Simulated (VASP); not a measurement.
A run of VASP 6.6.1 is set up as follows.

File INCAR:

```
SYSTEM = Cu
PREC = Accurate ; ENCUT = 600
EDIFF = 1E-7 ; ISMEAR = 0
SIGMA = 0.1 ; LREAL = .FALSE.
LASPH = .TRUE. ; NELM = 60
ALGO = Normal ; ISIF = 3
LWAVE = .FALSE. ; LCHARG = .FALSE.
GGA = PS ; IBRION = 2
NSW = 100 ; EDIFFG = -0.005
```

Contents of KPOINTS:

```
regular mesh
0
G
  20 20 20
  0 0 0
```

The input POSCAR:

```
Cu
1.0
    0.0000000000      1.8075000000      1.8075000000
    1.8075000000      0.0000000000      1.8075000000
    1.8075000000      1.8075000000      0.0000000000
Cu
1
Direct
    0.0000000000      0.0000000000      0.0000000000
```

Potentials or basis: VASP PAW PBE potentials, release 64 (Cu).

The run is started by

```sh
$ cat potpaw_PBE.64/Cu/POTCAR > POTCAR
$ mpirun -np 1 vasp_std > vasp.out
```

(1) Predict the space group after relaxing (to 0.05 Å).

(2) Predict the relaxed volume.

(3) Estimate the relaxed cell.

Results:

(1) Fm-3m (No. 225).

(2) 11.36 Å³/atom.

(3) a = 2.524 Å, b = 2.524 Å, c = 2.524 Å, α = 60.00°, β = 60.00°, γ = 60.00°.

Caveat: the PAW data sets were made with another functional, which shifts forces and pressure a little.
